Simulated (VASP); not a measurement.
Here is a VASP 6.6.1 calculation.

INCAR

```
SYSTEM = MgS
PREC     = Accurate       ! precision mode
ENCUT    = 520            ! plane-wave cutoff, eV
EDIFF    = 1E-7           ! SCF threshold, eV
ISMEAR   = 0              ! smearing method
SIGMA    = 0.05           ! smearing width, eV
LREAL    = .False.        ! projectors in reciprocal space
LASPH    = .True.         ! aspherical terms in the spheres
NELM     = 100            ! most SCF steps
ALGO     = Normal         ! electronic algorithm
ISIF     = 2              ! what is computed and relaxed
LWAVE    = .False.        ! write WAVECAR
LCHARG   = .True.         ! write CHGCAR
GGA      = CA             ! functional
LELF     = .True.         ! ELF
LVHAR    = .True.       
NBANDS   = 11             ! bands
```

File KPOINTS:

```
Automatic mesh
0
Gamma
  8 8 8
  0 0 0
```

POSCAR

```
MgS
1.0
    0.0000000000      2.6016500000      2.6016500000
    2.6016500000      0.0000000000      2.6016500000
    2.6016500000      2.6016500000      0.0000000000
Mg S
1 1
Direct
    0.0000000000      0.0000000000      0.0000000000
    0.5384371457      0.5384371457      0.4615628543
```

Potentials or basis: VASP PAW LDA potentials, release 64 (Mg, S).

Launch:

```sh
$ cat potpaw_LDA.64/Mg/POTCAR potpaw_LDA.64/S/POTCAR > POTCAR
$ mpirun -np 1 vasp_std > vasp.out
```

What does it give for the pressure?

-2.5 GPa.

What does it give for the largest force?

0.637 eV/Å.

Predict the band gap on the k mesh.

2.57 eV, indirect (least direct gap 3.48 eV).

Forces on the atoms (eV/Å):
```
Mg   0.000  0.000  0.637
S    0.000  0.000 -0.637
```

Caveat: the cell differs from its parent crystal (all S atoms moved -0.200 Å, as atom 2 towards its neighbour atom 1 (Mg) at 2.602 Å). A k mesh can miss the band edges.
